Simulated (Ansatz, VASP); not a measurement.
# W in VASP and in Ansatz

File POSCAR:

```
W
1.0
    0.0000000000      2.0909000000      1.9995500000
    2.0909000000      0.0000000000      1.9995500000
    2.0909000000      2.0909000000      0.0000000000
W
1
Direct
    0.0000000000      0.0000000000      0.0000000000
```

File INCAR.step1:

```
PREC = Accurate
ENCUT = 520
ISMEAR = 0
SIGMA = 0.15
LREAL = False
LASPH = True
NELM = 60
NBANDS = 13
GGA = PE
ALGO = Normal
EDIFF = 1E-4
LWAVE = True
LCHARG = False
```

File INCAR.step2:

```
PREC = Accurate
ENCUT = 520
EDIFF = 1E-6
ISMEAR = 0
SIGMA = 0.15
LREAL = False
LASPH = True
NELM = 60
ALGO = Normal
ISIF = 2
LWAVE = False
LCHARG = False
METAGGA = R2SCAN
LMIXTAU = True
NBANDS = 13
ISTART = 1
```

The input KPOINTS:

```
regular mesh
0
Gamma
  20 20 20
```

Input for Ansatz:

```yaml
crystal:
  lattice:
    - [0.0, 2.0909, 1.99955]
    - [2.0909, 0.0, 1.99955]
    - [2.0909, 2.0909, 0.0]
  atoms:
    - { symbol: W, position: [0.0, 0.0, 0.0] }
basis:
  ecutwfc: 500
kpoints:
  mp_grid: { grid: [20, 20, 20] }
hamiltonian:
  xc: r2scan
scf:
  occupations: { method: gaussian, width: 0.15 }
output:
  forces: true
  stress: true
  eigenvalues: true
  write_density: true
  write_potential: true
  elf: true
  volumetric_format: npy
```

Change from the starting cell: strain +0.030 along x and y, -0.015 along z, atoms carried along.

Alike in both runs: task single point; functional r2SCAN; k mesh 20 × 20 × 20; occupations gaussian, width 0.15 eV; no spin polarisation.

|  | VASP | Ansatz |
| --- | --- | --- |
| version | VASP 6.6.1 | Ansatz 0.2.0 |
| potentials or method | VASP PAW PBE potentials, release 64 (W_sv), cutoff 520 eV | scalar-relativistic, plane waves, PAW |
| valence electrons in the cell | 14 | 14 |

Ansatz gave:

```
gap on the k mesh at the Fermi level (eV)                     : none
pressure (GPa)                                                : -19.5
traceless stress, the component that is largest in VASP (GPa) : -10.76
```

Question: What did VASP give for the same quantities?

Answer: gap on the k mesh at the Fermi level (eV): none; pressure (GPa): -18.8; traceless stress, the component that is largest in VASP (GPa): -10.79.

VASP's potentials were made for PBE, not for r2SCAN. A gap of «none» marks a metal or a gap that the smearing closes.

Neither program's run includes spin-orbit coupling.
